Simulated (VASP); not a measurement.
BaTiO3, 5 atoms in the cell. Symmetry: Cmm2, No. 35, orthorhombic system. Conventional cell: a = 5.638 Å, b = 5.675 Å, c = 4.018 Å, α = 90.00°, β = 90.00°, γ = 90.00°. Within 3.7 Å of Ba (site symmetry mm2) lie 12 O at 2.79 to 2.88 Å and 8 Ti at 3.44 to 3.50 Å. Ti (site symmetry mm2) has 6 O at 1.89 to 2.13 Å within 2.5 Å. O (site symmetry mm2) has 2 Ti at 1.89 to 2.13 Å within 2.5 Å. O (site symmetry 2) has 2 Ti at 2.00 Å within 2.7 Å. 

```yaml
Program: VASP 6.6.1
Task: single point
Functional: r2SCAN
Potentials_or_basis: VASP PAW PBE potentials, release 64 (Ba_sv, Ti_sv, O)
Cutoff: 520 eV
k_mesh: 4 × 4 × 4
Occupations: gaussian, width 0.01 eV
Spin: no spin polarisation
Dipole_correction: no
Further_INCAR_settings: ALGO = Normal; EDIFF = 1e-06; NBANDS = 28
```

Potentials or basis: VASP PAW PBE potentials, release 64 (Ba_sv, Ti_sv, O).

The run is started by

```console
$ cat potpaw_PBE.64/Ba_sv/POTCAR potpaw_PBE.64/Ti_sv/POTCAR potpaw_PBE.64/O/POTCAR > POTCAR
$ cp INCAR.step1 INCAR
$ mpirun -np 1 vasp_std > vasp.out
$ cp INCAR.step2 INCAR
$ mpirun -np 1 vasp_std > vasp.out
```

Hardware: 1 thread of Intel(R) Xeon(R) Platinum 8488C (Sapphire Rapids), with other jobs on the host.

Question: How long does it take, and how much memory?

Answer: Run time: 3.1 min on 1 thread of Intel(R) Xeon(R) Platinum 8488C (Sapphire Rapids), with other jobs on the host, peak memory 0.19 GiB. Counts: k points 21.
